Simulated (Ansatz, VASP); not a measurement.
# BaTl in VASP and in Ansatz

```xyz
2
Lattice="0.0000 3.6404 3.6404 3.6404 0.0000 3.6404 3.6404 3.6404 0.0000" Properties=species:S:1:pos:R:3 pbc="T T T"
Ba    3.6404    3.6404    3.6404
Tl    0.0000    0.0000    0.0000
```

Alike in both runs: functional PBE; k mesh 6 × 6 × 6; occupations gaussian, width 0.1 eV; no spin polarisation.

Ansatz relaxed the structure, and its values are those at the end. VASP's run is a single point on that final structure, the one shown.

|  | VASP | Ansatz |
| --- | --- | --- |
| version | VASP 6.6.1 | Ansatz 0.2.0 |
| potentials or method | VASP PAW PBE potentials, release 64 (Ba_sv, Tl_d), cutoff 520 eV | scalar-relativistic, plane waves, PAW |
| valence electrons in the cell | 23 | 23 |

|  | VASP | Ansatz | Ansatz less VASP |
| --- | --- | --- | --- |
| gap on the k mesh at the Fermi level (eV) | none | none | - |
| pressure (GPa) | -0.1 | -0.1 | -0.05 |

A gap of «none» marks a metal or a gap that the smearing closes. The functional is the same, so the differences come from potentials, cutoffs and numerics.

Neither program's run includes spin-orbit coupling.
